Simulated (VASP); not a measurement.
# B (P-3m1) in VASP: notebook, part 2 of 2

VASP 6.6.1. Earlier steps stand in the parts before.

## 4. Single point, PBE

INCAR

```
SYSTEM = B
ALGO = Normal
EDIFF = 1E-6
ENCUT = 520
GGA = PE
ISIF = 2
ISMEAR = 0
LASPH = .TRUE.
LCHARG = .FALSE.
LREAL = .FALSE.
LWAVE = .FALSE.
NBANDS = 20
NELM = 100
PREC = Accurate
SIGMA = 0.1
```

KPOINTS

```
k-points
0
G
  18 18 6
  0 0 0
```

POSCAR

```
B
1.0
    2.8431623021      0.0000000000      0.0000000000
   -1.4215811510      2.4622507807      0.0000000000
    0.0000000000      0.0000000000      6.6234250005
B
7
Direct
    0.6666666667      0.3333333333      0.6635839918
    0.0000000000      0.0000000000      0.7547780640
    0.6666666667      0.3333333333      0.9115079267
    0.3333333333      0.6666666667      0.0884920733
    0.0000000000      0.0000000000      0.2452219360
    0.3333333333      0.6666666667      0.3364160082
    0.0000000000      0.0000000000      0.5000000000
```

Potentials or basis: VASP PAW PBE potentials, release 64 (B).

Command:

```bash
> cat potpaw_PBE.64/B/POTCAR > POTCAR
> mpirun -np 1 vasp_std > vasp.out
```

OUTCAR:

```text
SYSTEM = B
   EDIFF = 1E-6
   ENCUT = 520
   GGA = PE
   ISIF = 2
   ISMEAR = 0
   LASPH = .TRUE.
   LREAL = .FALSE.
   NELM = 100
   PREC = Accurate

 ion  position               nearest neighbor table
   1  0.667  0.333  0.664-   3 1.64   2 1.75   2 1.75   2 1.75   7 1.97   7 1.97   7 1.97
   2  0.000  0.000  0.755-   7 1.69   1 1.75   1 1.75   1 1.75   3 1.94   3 1.94   3 1.94
   3  0.667  0.333  0.912-   1 1.64   2 1.94   2 1.94   2 1.94   4 2.02   4 2.02   4 2.02
   4  0.333  0.667  0.088-   6 1.64   5 1.94   5 1.94   5 1.94   3 2.02   3 2.02   3 2.02
   5  0.000  0.000  0.245-   7 1.69   6 1.75   6 1.75   6 1.75   4 1.94   4 1.94   4 1.94
   6  0.333  0.667  0.336-   4 1.64   5 1.75   5 1.75   5 1.75   7 1.97   7 1.97   7 1.97
   7  0.000  0.000  0.500-   2 1.69   5 1.69   1 1.97   6 1.97   6 1.97   1 1.97   1 1.97   6 1.97

  LATTYP: Found a hexagonal cell.
 ALAT       =     2.8431623021
 C/A-ratio  =     2.3295979254

  Lattice vectors:

 A1 = (   2.8431623021,   0.0000000000,   0.0000000000)
 A2 = (  -1.4215811510,   2.4622507807,   0.0000000000)
 A3 = (   0.0000000000,   0.0000000000,   6.6234250005)

Analysis of symmetry for initial positions (statically):
=====================================================================
 Subroutine PRICEL returns:
 Original cell was already a primitive cell.

 Routine SETGRP: Setting up the symmetry group for a
 hexagonal supercell.

 Subroutine GETGRP returns: Found 12 space group operations
 (whereof 12 operations were pure point group operations)
 out of a pool of 24 trial point group operations.

The static configuration has the point symmetry D_3d.

Analysis of symmetry for dynamics (positions and initial velocities):
=====================================================================
 Subroutine PRICEL returns:
 Original cell was already a primitive cell.

 Routine SETGRP: Setting up the symmetry group for a
 hexagonal supercell.

 Subroutine GETGRP returns: Found 12 space group operations
 (whereof 12 operations were pure point group operations)
 out of a pool of 24 trial point group operations.

The dynamic configuration has the point symmetry D_3d.

 Subroutine INISYM returns: Found 12 space group operations
 (whereof 12 operations are pure point group operations),
 and found     1 'primitive' translations

----------------------------------------------------------------------------------------

                                     Primitive cell

  volume of cell :      46.3678

  direct lattice vectors                    reciprocal lattice vectors
     2.843162302  0.000000000  0.000000000     0.351721039  0.203066237  0.000000000
    -1.421581151  2.462250781  0.000000000     0.000000000  0.406132474  0.000000000
     0.000000000  0.000000000  6.623425001     0.000000000  0.000000000  0.150979289

  length of vectors
     2.843162302  2.843162302  6.623425001     0.406132474  0.406132474  0.150979289

  position of ions in fractional coordinates (direct lattice)
     0.666666667  0.333333333  0.663583992
     0.000000000  0.000000000  0.754778064
     0.666666667  0.333333333  0.911507927
     0.333333333  0.666666667  0.088492073
     0.000000000  0.000000000  0.245221936
     0.333333333  0.666666667  0.336416008
     0.000000000  0.000000000  0.500000000

  ion indices of the primitive-cell ions
   primitive index   ion index
                 1           1
[... 34 lines left out ...]
            Coordinates               Weight
  0.000000  0.000000  0.000000      1.000000
  0.055556  0.000000  0.000000      6.000000
  0.111111  0.000000  0.000000      6.000000
  0.166667  0.000000  0.000000      6.000000
  0.222222  0.000000  0.000000      6.000000
  0.277778  0.000000  0.000000      6.000000
[... 16 lines left out ...]
  0.333333  0.111111  0.000000     12.000000
  0.388889  0.111111  0.000000     12.000000
 [... further k-points ...]
   k-points           NKPTS =    202   k-points in BZ     NKDIM =    202   number of bands    NBANDS=     20
   number of dos      NEDOS =    301   number of ions     NIONS =      7
   total plane-waves  NPLWV =  28800
   dimension x,y,z NGX =    24 NGY =   24 NGZ =   50
   dimension x,y,z NGXF=    48 NGYF=   48 NGZF=  100
   ions per type =               7
   NGX,Y,Z   is equivalent  to a cutoff of  14.03, 14.03, 12.55 a.u.
   NGXF,Y,Z  is equivalent  to a cutoff of  28.07, 28.07, 25.10 a.u.
 SYSTEM =  B
   PREC   = accura    normal or accurate (medium, high low for compatibility)
   ISTART =      0    job   : 0-new  1-cont  2-samecut
   ICHARG =      2    charge: 1-file 2-atom 10-const
   ISPIN  =      1    spin polarized calculation?
   LNONCOLLINEAR =      F non collinear calculations
   LSORBIT =      F    spin-orbit coupling
   LASPH  =      T    aspherical Exc in radial PAW
   ENCUT  =  520.0 eV  38.22 Ry    6.18 a.u.   5.29  5.29 12.32*2*pi/ulx,y,z
   NELM   =    100;   NELMIN=  2; NELMDL= -5     # of ELM steps
   EDIFF  = 0.1E-05   stopping-criterion for ELM
   LREAL  =      F    real-space projection
   EDIFFG = 0.1E-04   stopping-criterion for IOM
   NSW    =      0    number of steps for IOM
   IBRION =     -1    ionic relax: 0-MD 1-quasi-New 2-CG
   NFREE  =      0    steps in history (QN), initial steepest desc. (CG)
   ISIF   =      2    stress and relaxation
   ISYM   =      2    0-nonsym 1-usesym 2-fastsym
   POTIM  = 0.5000    time-step for ionic-motion
   TEBEG  =    0.0;   TEEND  =   0.0 temperature during run
   PSTRESS=    0.0 pullay stress
   NELECT =      21.0000    total number of electrons
   NUPDOWN=      -1.0000    fix difference up-down
   EMIN   =  10.00;   EMAX   =-10.00  energy-range for DOS
   EFERMI =   0.00;   METHOD = LEGACY
   ISMEAR =     0;   SIGMA  =   0.10  broadening in eV -4-tet -1-fermi 0-gaus
   EFERMI_NEDOS =   21; number of points for ismear=-14 and -15
   IALGO  =     38    algorithm
   IMIX   =      4    mixing-type and parameters
     AMIX     =   0.40;   BMIX     =  1.00
     AMIX_MAG =   1.60;   BMIX_MAG =  1.00
  volume/ion in A,a.u.               =       6.62        44.70
  Fermi-wavevector in a.u.,A,eV,Ry     =   1.257214  2.375789 21.505179  1.580586
  Thomas-Fermi vector in A             =   2.390884
   LORBIT       =      0    0 simple, 1 ext, 2 COOP (PROOUT), +10 PAW based schemes
   GGA     = PE    functional components
   LHFCALC =     F    Hartree Fock is set to
   AEXX    =    0.0000 exact exchange contribution
   IVDW    =     0    specifies the selected vdW correction
   LEPSILON=     F    determine dielectric tensor
   LRPA    =     F    only Hartree local field effects (RPA)
 non-spin polarized calculation
 Gauss-broadening in eV      SIGMA  =   0.10
  energy-cutoff  :      520.00
  volume of cell :       46.37
 maximum number of plane-waves:      1265
 NGX is ok and might be reduce to    24
   NGX = 11   NGY = 11   NGZ = 25

 number of electron      21.0000000 magnetization

 Free energy of the ion-electron system (eV)
  ---------------------------------------------------
  ext. energy  EPLUGINS =         0.00000000
  ---------------------------------------------------
  free energy    TOTEN  =       -43.84045425 eV

  energy without entropy =      -43.83519453  energy(sigma->0) =      -43.83782439

 E-fermi :   7.5284     XC(G=0): -12.2399

 val. band max:        7.5162666925   @ k =  -0.2222   0.5000   0.3333
 cond. band min:       7.5360555707   @ k =   0.1667   0.0000   0.1667
 fundamental gap:      0.0197888783
 Fermi energy:         7.5283766045

 k-point     1 :       0.0000    0.0000    0.0000
  band No.  band energies     occupation
      1      -9.1960      2.00000
      2      -7.2059      2.00000
      3      -5.5389      2.00000
      4       0.5594      2.00000
      5       1.5981      2.00000
      6       6.0822      2.00000
[... 541 lines left out ...]
     19      18.2978      0.00000
     20      18.8737      0.00000

 [... further k-points ...]
[... 5 lines left out ...]
  --------------------------------------------------------------------------------------
  -------------------------------------------------------------------------------------
  Total        0.0006672      0.0006672      0.0627379      0.0000000     -0.0000000      0.0000000
  in kB        0.0230534      0.0230534      2.1678256      0.0000000     -0.0000000      0.0000000
  external PRESSURE =       0.7379775 kB  Pullay stress =       0.0000000 kB

 VOLUME and BASIS-vectors are now :
 -----------------------------------------------------------------------------
  energy-cutoff  :      520.00
  volume of cell :       46.37
      direct lattice vectors                 reciprocal lattice vectors
     2.843162302  0.000000000  0.000000000     0.351721039  0.203066237  0.000000000
    -1.421581151  2.462250781  0.000000000     0.000000000  0.406132474  0.000000000
     0.000000000  0.000000000  6.623425001     0.000000000  0.000000000  0.150979289

 POSITION                                       TOTAL-FORCE (eV/Angst)
 -----------------------------------------------------------------------------------
      1.42158      0.82075      4.39520        -0.000000      0.000000     -0.019608
      0.00000      0.00000      4.99922        -0.000000      0.000000      0.014464
      1.42158      0.82075      6.03730        -0.000000      0.000000      0.010894
     -0.00000      1.64150      0.58612         0.000000     -0.000000     -0.010894
      0.00000      0.00000      1.62421         0.000000     -0.000000     -0.014464
     -0.00000      1.64150      2.22823         0.000000     -0.000000      0.019608
      0.00000      0.00000      3.31171        -0.000000      0.000000      0.000000
 -----------------------------------------------------------------------------------
    total drift:                                0.000000      0.000000      0.000000

  FREE ENERGIE OF THE ION-ELECTRON SYSTEM (eV)
  ---------------------------------------------------
  free  energy   TOTEN  =       -43.8404542523 eV

  energy  without entropy=      -43.8351945342  energy(sigma->0) =      -43.83782439
```

It took 74 s on 1 thread of Intel Xeon 6975P-C (Granite Rapids), shared host; peak memory 0.25 GiB.

What came out:

```
Free energy            : -43.8405 eV
Pressure               : 0.1 GPa
Largest force          : 0.020 eV/Å
Band gap on the k mesh : zero (an odd number of electrons rules out a gap without spin polarisation)
```

Forces in eV/Å, atoms in the order of the input:
```
B    0.000  0.000 -0.020
B    0.000  0.000  0.014
B    0.000  0.000  0.011
B    0.000  0.000 -0.011
B    0.000  0.000 -0.014
B    0.000  0.000  0.020
B    0.000  0.000  0.000
```

## 5. Relaxation of cell and atoms, PBE

This run uses another cell than the first one, of 6.63 Å³/atom.

INCAR

```
SYSTEM = B
  PREC = Accurate
  ENCUT = 600
  EDIFF = 1E-6
  ISMEAR = 0
  SIGMA = 0.1
  LREAL = .False.
  LASPH = .True.
  NELM = 60
  ALGO = Normal
  ISIF = 3
  LWAVE = .False.
  LCHARG = .False.
  GGA = PE
  IBRION = 2
  NSW = 100
  EDIFFG = -0.01
```

KPOINTS

```
regular mesh
0
Gamma
  18 18 6
  0 0 0
```

POSCAR

```
B
1.0
    2.8419745532      0.0000000000      0.0000000000
   -1.4209872766      2.4612221599      0.0000000000
    0.0000000000      0.0000000000      6.6364139733
B
7
Direct
    0.6666666667      0.3333333333      0.6638071223
    0.0000000000      0.0000000000      0.7541480329
    0.6666666667      0.3333333333      0.9107788038
    0.3333333333      0.6666666667      0.0892211962
    0.0000000000      0.0000000000      0.2458519671
    0.3333333333      0.6666666667      0.3361928777
    0.0000000000      0.0000000000      0.5000000000
```

Command:

```bash
> cat potpaw_PBE.64/B/POTCAR > POTCAR
> mpirun -np 1 vasp_std > vasp.out
```

It took 2.8 min on 1 thread of Intel Xeon 6975P-C (Granite Rapids), shared host; peak memory 0.25 GiB.

The run converged. Its results:

| Property | Result |
| --- | --- |
| Free energy | -43.8479 eV |
| Relaxed volume | 6.62 Å³/atom |
| Relaxed cell | a = 2.843 Å, b = 2.843 Å, c = 6.623 Å, α = 90.00°, β = 90.00°, γ = 120.00° |
| Space group after relaxing (to 0.1 Å) | P-3m1 (No. 164) |
| Energy gained by relaxing | 0.1 meV/atom |
| Ionic steps | 6 |
| Pressure after relaxing | 0.0 GPa |
| Band gap on the k mesh | zero (an odd number of electrons rules out a gap without spin polarisation) |

Forces on the atoms (eV/Å):
```
B    0.000  0.000  0.003
B    0.000  0.000  0.003
B    0.000  0.000  0.000
B    0.000  0.000  0.000
B    0.000  0.000 -0.003
B    0.000  0.000 -0.003
B    0.000  0.000  0.000
```

Step by step:
```tsv
step	energy change (eV)	largest force (eV/Å)	pressure (GPa)	volume (Å³)
1	0.0000	0.0877	0.10	46.42
2	-0.0004	0.0587	-0.51	46.45
3	-0.0005	0.0203	-0.32	46.44
4	-0.0008	0.0241	-0.01	46.37
5	-0.0008	0.0242	-0.03	46.37
6	-0.0009	0.0027	0.01	46.36
```

Final structure:
```xyz
7
Lattice="2.8430 0.0000 0.0000 -1.4215 2.4621 0.0000 0.0000 0.0000 6.6227" Properties=species:S:1:pos:R:3 pbc="T T T"
B     1.4215    0.8207    4.3936
B     0.0000    0.0000    4.9993
B     1.4215    0.8207    6.0365
B     0.0000    1.6414    0.5862
B     1.4215    2.4621    1.6233
B     0.0000    1.6414    2.2291
B     0.0000    0.0000    3.3113
```

Levels at points of the mesh, in eV from the Fermi level:
| k point | band 8 | band 9 | band 10 | band 11 | band 12 | band 13 |
| --- | --- | --- | --- | --- | --- | --- |
| (0.00, 0.00, 0.00) | -0.62 | -0.62 | 4.21 | 4.21 | 4.55 | 4.56 |
| (0.50, 0.00, 0.00) | -4.52 | -2.80 | -1.36 | -0.47 | 0.14 | 2.90 |
| (0.00, 0.00, 0.50) | -0.48 | -0.48 | 1.94 | 2.92 | 2.92 | 5.92 |
| (0.50, 0.00, 0.50) | -4.45 | -3.88 | -3.72 | 1.98 | 2.53 | 3.10 |

## 6. Summary

| task | cell | k mesh | cutoff (eV) | gap on the mesh (eV) | pressure (GPa) | relaxed volume (Å³/atom) | largest force (eV/Å) |
| --- | --- | --- | --- | --- | --- | --- | --- |
| relaxation of cell and atoms | relaxed from a = 2.847, b = 2.847, c = 6.596 Å, angles 90.0, 90.0, 120.0°, 7 atoms, atomic positions A | 6 × 6 × 4 | 600 | none | -0.1 | 6.64 | 0.01 |
| relaxation of cell and atoms | relaxed from a = 2.402, b = 2.402, c = 9.312 Å, angles 90.0, 90.0, 120.0°, 7 atoms, atomic positions B | 12 × 12 × 2 | 600 | none | 0.0 | 6.62 | 0.03 |
| single point | a = 2.843, b = 2.843, c = 6.623 Å, angles 90.0, 90.0, 120.0°, 7 atoms, atomic positions A | 18 × 18 × 6 | 520 | none | 0.1 | - | 0.02 |
| relaxation of cell and atoms | relaxed from a = 2.842, b = 2.842, c = 6.636 Å, angles 90.0, 90.0, 120.0°, 7 atoms, atomic positions C | 18 × 18 × 6 | 600 | none | 0.0 | 6.62 | - |

Alike in all rows: level PBE; potentials or basis VASP PAW PBE potentials, release 64 (B); no spin polarisation; smearing gaussian 0.1 eV.

Caveats: some runs use coarse meshes; a cell axis changed by over 15 % at a fixed basis, so the end point is rough (at least some runs).

Total energies depend on the potentials used, so only differences within one code and one set of settings carry meaning.
